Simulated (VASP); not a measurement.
Set up this calculation in VASP 6.6.1, as the native input.

```yaml
Task: single point
Functional: PBEsol
Potentials_or_basis: VASP PAW PBE potentials, release 64 (Nb_sv, P)
Cutoff: 520 eV
k_mesh: 10 × 10 × 4
Occupations: gaussian, width 0.1 eV
Spin: no spin polarisation
Dipole_correction: no
Further_INCAR_settings: ALGO = Normal; EDIFF = 1e-06; NBANDS = 46
```

The structure of NbP lies in POSCAR:

```
NbP
1.0
    3.2870475365      0.0000000000      0.0000000000
    0.0000000000      3.3313833886      0.0000000000
    0.0000000000      0.0000000000     11.3347582787
Nb P
4 4
Direct
    0.5000000000      0.5000000000     -0.0002247525
    0.0000000000      0.5000000000      0.7502104193
    0.0000000000      0.0000000000      0.4997752475
    0.5000000000      0.0000000000      0.2502104193
    0.0000000000      0.0000000000      0.0823935214
    0.5000000000      0.0000000000      0.8328779619
    0.5000000000      0.5000000000      0.5823935214
    0.0000000000      0.5000000000      0.3328779619
```

This cell differs from its parent crystal: uniaxial strain along a: -1.0 %, then relaxed in part.

One way to write it, as run:

INCAR

```
SYSTEM = NbP
ALGO = Normal
EDIFF = 1E-6
ENCUT = 520
GGA = PS
ISIF = 2
ISMEAR = 0
LASPH = .True.
LCHARG = .True.
LELF = .True.
LREAL = .False.
LVHAR = .True.
LWAVE = .False.
NBANDS = 46
NELM = 80
PREC = Accurate
SIGMA = 0.1
```

KPOINTS

```
k-points
0
Gamma
  10 10 4
  0 0 0
```

Potentials or basis: VASP PAW PBE potentials, release 64 (Nb_sv, P).

Command:

```console
$ cat potpaw_PBE.64/Nb_sv/POTCAR potpaw_PBE.64/P/POTCAR > POTCAR
$ mpirun -np 1 vasp_std > vasp.out
```

Results of the run:

```
Pressure               : 0.5 GPa
Band gap on the k mesh : zero (band 36 reaches 11.09 eV, above the bottom of band 37 at 10.91 eV)
```

Caveat: the cell differs from its parent crystal (uniaxial strain along a: -1.0 %, then relaxed in part); the PAW data sets were made with another functional, which shifts forces and pressure a little.

Wall time 9.8 min on 1 thread of Intel(R) Xeon(R) Platinum 8259CL CPU @ 2.50GHz (Skylake/Cascade Lake) (shared host), peak memory 0.53 GiB.
